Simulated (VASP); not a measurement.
# GaN (I4/mmm) in VASP: notebook

GaN is run at these levels: PBEsol; tasks: electric field gradients.

All numbers are computed with VASP 6.6.1; they aren't measurements. Logs are shortened: lines on timing, memory, paths and dates and some standing lists are left out, and cuts for length are marked.

## 1. The cell of the first run

The structure is tetragonal, space group I4/mmm (No. 139). The conventional cell has a = 2.818 Å, b = 2.818 Å, c = 3.945 Å, α = 90.00°, β = 90.00°, γ = 90.00°. Ga (site symmetry 4/mmm) has 6 N at 1.97 to 1.99 Å within 2.6 Å. N (site symmetry 4/mmm) has 6 Ga at 1.97 to 1.99 Å within 2.6 Å.

## 2. Electric field gradients, PBEsol (zz strain of -1 %)

Contents of INCAR:

```
SYSTEM = GaN
PREC = Accurate
ENCUT = 520
EDIFF = 1E-8
ISMEAR = -1
SIGMA = 0.02
LREAL = .False.
LASPH = .True.
NELM = 100
ALGO = Normal
ISIF = 2
LWAVE = .False.
LCHARG = .False.
GGA = PS
LEFG = .True.
NBANDS = 16
```

Contents of KPOINTS:

```
Automatic mesh
0
Gamma
  13 13 13
  0 0 0
```

Contents of POSCAR:

```
GaN
1.0
    0.0000000000      1.9925000000      1.9725750000
    1.9925000000      0.0000000000      1.9725750000
    1.9925000000      1.9925000000      0.0000000000
Ga N
1 1
Direct
    0.5000000000      0.5000000000      0.5000000000
    0.0000000000      0.0000000000      0.0000000000
```

Potentials or basis: VASP PAW PBE potentials, release 64 (Ga_d, N).

Command:

```bash
cat potpaw_PBE.64/Ga_d/POTCAR potpaw_PBE.64/N/POTCAR > POTCAR
mpirun -np 1 vasp_std > vasp.out
```

OUTCAR:

```text
SYSTEM = GaN
   PREC = Accurate
   ENCUT = 520
   EDIFF = 1E-8
   ISMEAR = -1
   LREAL = .False.
   LASPH = .True.
   NELM = 100
   ISIF = 2
   GGA = PS

 ion  position               nearest neighbor table
   1  0.500  0.500  0.500-   2 1.97   2 1.97   2 1.99   2 1.99   2 1.99   2 1.99
   2  0.000  0.000  0.000-   1 1.97   1 1.97   1 1.99   1 1.99   1 1.99   1 1.99

  LATTYP: Found a body centered tetragonal cell.
 ALAT       =     2.8178205230
 C/A-ratio  =     1.4000714267

  Lattice vectors:

 A1 = (   0.0000000000,  -1.9925000000,  -1.9725750000)
 A2 = (   0.0000000000,   1.9925000000,  -1.9725750000)
 A3 = (   1.9925000000,   0.0000000000,   1.9725750000)

Analysis of symmetry for initial positions (statically):
=====================================================================
 Subroutine PRICEL returns:
 Original cell was already a primitive cell.

 Routine SETGRP: Setting up the symmetry group for a
 body centered tetragonal supercell.

 Subroutine GETGRP returns: Found 16 space group operations
 (whereof 16 operations were pure point group operations)
 out of a pool of 16 trial point group operations.

The static configuration has the point symmetry D_4h.

Analysis of symmetry for dynamics (positions and initial velocities):
=====================================================================
 Subroutine PRICEL returns:
 Original cell was already a primitive cell.

 Routine SETGRP: Setting up the symmetry group for a
 body centered tetragonal supercell.

 Subroutine GETGRP returns: Found 16 space group operations
 (whereof 16 operations were pure point group operations)
 out of a pool of 16 trial point group operations.

The dynamic configuration has the point symmetry D_4h.

 Subroutine INISYM returns: Found 16 space group operations
 (whereof 16 operations are pure point group operations),
 and found     1 'primitive' translations

----------------------------------------------------------------------------------------

                                     Primitive cell

  volume of cell :      15.6625

  direct lattice vectors                    reciprocal lattice vectors
[... 117 lines left out ...]
   LRPA    =     F    only Hartree local field effects (RPA)
 non-spin polarized calculation
  energy-cutoff  :      520.00
  volume of cell :       15.66
 maximum number of plane-waves:       436
 NGX is ok and might be reduce to    24
   NGX = 11   NGY = 11   NGZ = 11

 number of electron      17.9999997 magnetization

 Free energy of the ion-electron system (eV)
  ---------------------------------------------------
  ext. energy  EPLUGINS =         0.00000000
  ---------------------------------------------------
  free energy    TOTEN  =       -11.71885605 eV

  energy without entropy =      -11.71885605  energy(sigma->0) =      -11.71885605

 E-fermi :  10.8169     XC(G=0): -14.3904

 val. band max:       10.3524588581   @ k =  -0.2308  -0.0000   0.1538
 cond. band min:      12.1423899923   @ k =   0.4615   0.4615   0.0000
 fundamental gap:      1.7899311342
 Fermi energy:        10.8168514896

 k-point     1 :       0.0000    0.0000    0.0000
  band No.  band energies     occupation
      1      -9.0627      2.00000
      2      -3.6326      2.00000
      3      -3.6326      2.00000
      4      -3.6199      2.00000
      5      -3.4793      2.00000
      6      -3.4612      2.00000
[... 433 lines left out ...]
      3      -3.7802      2.00000
      4      -3.6623      2.00000
      5      -3.2280      2.00000
      6      -2.9539      2.00000
[... 8 lines left out ...]
     15      33.3515      0.00000
     16      36.6298      0.00000

 [... further k-points ...]
[... 5 lines left out ...]
  --------------------------------------------------------------------------------------
  -------------------------------------------------------------------------------------
  Total        6.1235448      6.1235448      6.6401783      0.0000000     -0.0000000      0.0000000
  in kB      626.4022440    626.4022440    679.2507716      0.0000000     -0.0000000      0.0000000
  external PRESSURE =     644.0184199 kB  Pullay stress =       0.0000000 kB

 VOLUME and BASIS-vectors are now :
 -----------------------------------------------------------------------------
  energy-cutoff  :      520.00
  volume of cell :       15.66
      direct lattice vectors                 reciprocal lattice vectors
     0.000000000  1.992500000  1.972575000    -0.250941029  0.250941029  0.253475787
     1.992500000  0.000000000  1.972575000     0.250941029 -0.250941029  0.253475787
     1.992500000  1.992500000  0.000000000     0.250941029  0.250941029 -0.253475787

 POSITION                                       TOTAL-FORCE (eV/Angst)
 -----------------------------------------------------------------------------------
      1.99250      1.99250      1.97257         0.000000     -0.000000      0.000000
      0.00000      0.00000      0.00000        -0.000000      0.000000     -0.000000
 -----------------------------------------------------------------------------------
    total drift:                                0.000000     -0.000000      0.000000

  FREE ENERGIE OF THE ION-ELECTRON SYSTEM (eV)
  ---------------------------------------------------
  free  energy   TOTEN  =       -11.7188560517 eV

  energy  without entropy=      -11.7188560517  energy(sigma->0) =      -11.71885605

 Electric field gradients (V/A^2)
---------------------------------------------------------------------
 ion       V_xx      V_yy      V_zz      V_xy      V_xz      V_yz
---------------------------------------------------------------------
   1       5.280     5.280   -10.560    -0.001    -0.002    -0.002
   2      -0.109    -0.109     0.219     0.000     0.000     0.000
---------------------------------------------------------------------

 Electric field gradients after diagonalization (V/A^2)
 (convention: |V_zz| > |V_xx| > |V_yy|)
----------------------------------------------------------------------
 ion       V_xx      V_yy      V_zz     asymmetry (V_yy - V_xx)/ V_zz
----------------------------------------------------------------------
   1       5.281     5.279   -10.560       0.000
   2      -0.109    -0.109     0.219       0.000
----------------------------------------------------------------------

           NMR quadrupolar parameters

 Cq : quadrupolar parameter    Cq=e*Q*V_zz/h
 eta: asymmetry parameters     (V_yy - V_xx)/ V_zz
 Q  : nuclear electric quadrupole moment in mb (millibarn)
----------------------------------------------------------------------
 ion       Cq(MHz)       eta       Q (mb)
----------------------------------------------------------------------
   1      -0.026       0.000       1.000
   2       0.001       0.000       1.000
----------------------------------------------------------------------
```

Run time: 51 s. Hardware: 1 thread of Intel Xeon Platinum 8259CL at 2.50GHz (Skylake/Cascade Lake), shared host; peak memory 0.18 GiB.

Results:

* Free energy: -11.7189 eV
* Pressure: 64.4 GPa
* Band gap on the k mesh: 1.79 eV, indirect (least direct gap 5.34 eV)

Levels at points of the mesh, in eV from the valence-band top:
| k point | band 6 | band 7 | band 8 | band 9 | band 10 | band 11 | band 12 | band 13 |
| --- | --- | --- | --- | --- | --- | --- | --- | --- |
| (0.00, 0.00, 0.00) | -13.81 | -0.86 | -0.77 | -0.77 | 4.57 | 15.72 | 15.72 | 15.80 |

Electric field gradients, principal values (V/Å²):
| atom | least | middle | greatest (by size) |
| --- | --- | --- | --- |
| 1 Ga | 5.279 | 5.281 | -10.560 |
| 2 N | -0.109 | -0.109 | 0.219 |

Caveat: the cell differs from its parent crystal (zz strain of -1 %); without QUAD_EFG the Cq values of the log hold for a quadrupole moment of 1 mb, not for the nuclei; the PAW data sets were made with another functional, which shifts forces and pressure a little.

## 3. Electric field gradients, PBEsol (zz strain of +1 %)

Contents of INCAR:

```
  ALGO = Normal
  EDIFF = 1E-8
  ENCUT = 520
  GGA = PS
  ISIF = 2
  ISMEAR = -1
  LASPH = T
  LCHARG = F
  LEFG = T
  LREAL = F
  LWAVE = F
  NBANDS = 16
  NELM = 100
  PREC = Accurate
  SIGMA = 0.02
```

Contents of KPOINTS:

```
k-points
0
Gamma
  13 13 13
```

Contents of POSCAR:

```
GaN
1.0
    0.0000000000      1.9925000000      2.0124250000
    1.9925000000      0.0000000000      2.0124250000
    1.9925000000      1.9925000000      0.0000000000
Ga N
1 1
Direct
    0.5000000000      0.5000000000      0.5000000000
    0.0000000000      0.0000000000      0.0000000000
```

Potentials or basis: VASP PAW PBE potentials, release 64 (Ga_d, N).

Command:

```bash
cat potpaw_PBE.64/Ga_d/POTCAR potpaw_PBE.64/N/POTCAR > POTCAR
mpirun -np 1 vasp_std > vasp.out
```

OUTCAR:

```text
EDIFF = 1E-8
   ENCUT = 520
   GGA = PS
   ISIF = 2
   ISMEAR = -1
   LASPH = T
   LREAL = F
   NELM = 100
   PREC = Accurate

 ion  position               nearest neighbor table
   1  0.500  0.500  0.500-   2 1.99   2 1.99   2 1.99   2 1.99   2 2.01   2 2.01
   2  0.000  0.000  0.000-   1 1.99   1 1.99   1 1.99   1 1.99   1 2.01   1 2.01

  LATTYP: Found a body centered tetragonal cell.
 ALAT       =     2.8178205230
 C/A-ratio  =     1.4283556980

  Lattice vectors:

 A1 = (  -1.9925000000,   0.0000000000,   2.0124250000)
 A2 = (   1.9925000000,   0.0000000000,   2.0124250000)
 A3 = (   0.0000000000,   1.9925000000,  -2.0124250000)

Analysis of symmetry for initial positions (statically):
=====================================================================
 Subroutine PRICEL returns:
 Original cell was already a primitive cell.

[... 646 lines left out ...]
  energy-cutoff  :      520.00
  volume of cell :       15.98
      direct lattice vectors                 reciprocal lattice vectors
     0.000000000  1.992500000  2.012425000    -0.250941029  0.250941029  0.248456464
     1.992500000  0.000000000  2.012425000     0.250941029 -0.250941029  0.248456464
     1.992500000  1.992500000  0.000000000     0.250941029  0.250941029 -0.248456464

 POSITION                                       TOTAL-FORCE (eV/Angst)
 -----------------------------------------------------------------------------------
      1.99250      1.99250      2.01242        -0.000000      0.000000      0.000000
      0.00000      0.00000      0.00000         0.000000     -0.000000      0.000000
 -----------------------------------------------------------------------------------
    total drift:                                0.000000     -0.000000      0.000000

  FREE ENERGIE OF THE ION-ELECTRON SYSTEM (eV)
  ---------------------------------------------------
  free  energy   TOTEN  =       -11.8369073861 eV

  energy  without entropy=      -11.8369073861  energy(sigma->0) =      -11.83690739

 Electric field gradients (V/A^2)
---------------------------------------------------------------------
 ion       V_xx      V_yy      V_zz      V_xy      V_xz      V_yz
---------------------------------------------------------------------
   1      -5.027    -5.027    10.053    -0.002    -0.001    -0.001
   2       0.111     0.111    -0.222    -0.000    -0.000    -0.000
---------------------------------------------------------------------

 Electric field gradients after diagonalization (V/A^2)
 (convention: |V_zz| > |V_xx| > |V_yy|)
----------------------------------------------------------------------
 ion       V_xx      V_yy      V_zz     asymmetry (V_yy - V_xx)/ V_zz
----------------------------------------------------------------------
   1      -5.029    -5.024    10.053       0.000
   2       0.111     0.111    -0.222       0.000
----------------------------------------------------------------------

           NMR quadrupolar parameters

 Cq : quadrupolar parameter    Cq=e*Q*V_zz/h
 eta: asymmetry parameters     (V_yy - V_xx)/ V_zz
 Q  : nuclear electric quadrupole moment in mb (millibarn)
----------------------------------------------------------------------
 ion       Cq(MHz)       eta       Q (mb)
----------------------------------------------------------------------
   1       0.024       0.000       1.000
   2      -0.001       0.000       1.000
----------------------------------------------------------------------
```

Wall time 60 s (1 thread of Intel Xeon Platinum 8259CL at 2.50GHz (Skylake/Cascade Lake), shared host); peak memory 0.18 GiB.

What came out:

| Quantity | Value |
| --- | --- |
| Free energy | -11.8369 eV |
| Pressure | 54.9 GPa |
| Band gap on the k mesh | 1.68 eV, indirect (least direct gap 5.01 eV) |

Electric field gradients, principal values (V/Å²):
```csv
atom,least,middle,greatest (by size)
1 Ga,-5.024,-5.029,10.053
2 N,0.111,0.111,-0.222
```

Caveat: the cell differs from its parent crystal (zz strain of +1 %); without QUAD_EFG the Cq values of the log hold for a quadrupole moment of 1 mb, not for the nuclei; the PAW data sets were made with another functional, which shifts forces and pressure a little.
